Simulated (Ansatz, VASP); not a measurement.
# One calculation of AlN, two programs

The input INCAR:

```
SYSTEM = AlN
PREC = Accurate ; ENCUT = 520
EDIFF = 1E-6 ; ISMEAR = 0
SIGMA = 0.01 ; LREAL = .False.
LASPH = .True. ; NELM = 60
ALGO = Normal ; ISIF = 2
LWAVE = .False. ; LCHARG = .True.
GGA = PS ; LELF = .True.
LVHAR = .True. ; NBANDS = 16
```

File KPOINTS:

```
regular mesh
0
Gamma
  12 12 8
  0 0 0
```

The input POSCAR:

```
AlN
1.0
    3.1135697640      0.0000000000      0.0000000000
   -1.5567848820      2.6964305121      0.0000000000
    0.0000000000      0.0000000000      4.9831404555
Al N
2 2
Direct
    0.3333333333      0.6666666667     -0.0590000000
    0.6666666667      0.3333333333      0.4410000000
    0.3333333333      0.6666666667      0.4410000000
    0.6666666667      0.3333333333      0.9410000000
```

Input for Ansatz:

```yaml
crystal:
  lattice:
    - [3.113569764, 0.0, 0.0]
    - [-1.556784882, 2.6964305121, 0.0]
    - [0.0, 0.0, 4.9831404555]
  atoms:
    - { symbol: Al, position: [0.3333333333, 0.6666666667, -0.059] }
    - { symbol: Al, position: [0.6666666667, 0.3333333333, 0.441] }
    - { symbol: "N", position: [0.3333333333, 0.6666666667, 0.441] }
    - { symbol: "N", position: [0.6666666667, 0.3333333333, 0.941] }
basis:
  ecutwfc: 420
  xc_grid: 2
kpoints:
  mp_grid: { grid: [12, 12, 8] }
hamiltonian:
  xc: pbesol
  pseudopotentials: { kind: paw, azcp: { folder: soft_1 } }
scf:
  occupations: { method: fixed }
output:
  forces: true
  stress: true
  eigenvalues: true
  polarization: {}
```

Change from the starting cell: polar distortion scaled by 0.00.

Alike in both runs: task single point; functional PBEsol; k mesh 12 × 12 × 8; no spin polarisation.

```csv
,VASP,Ansatz
version,VASP 6.6.1,Ansatz 0.2.0
potentials or method,"VASP PAW PBE potentials, release 64 (Al, N), cutoff 520 eV","scalar-relativistic, plane waves, PAW"
occupations,"gaussian, width 0.01 eV",fixed
valence electrons in the cell,16,16
```

```csv
,VASP,Ansatz,Ansatz less VASP
gap on the k mesh at the Fermi level (eV),2.65,2.64,-0.014
least direct gap on the mesh (eV),2.65,2.64,-0.014
pressure (GPa),8.5,8.4,-0.12
"traceless stress, the component that is largest in VASP (GPa)",-20.81,-20.54,+0.275
```

VASP's potentials were made for PBE, not for PBEsol, and Ansatz warns of the same on its side.
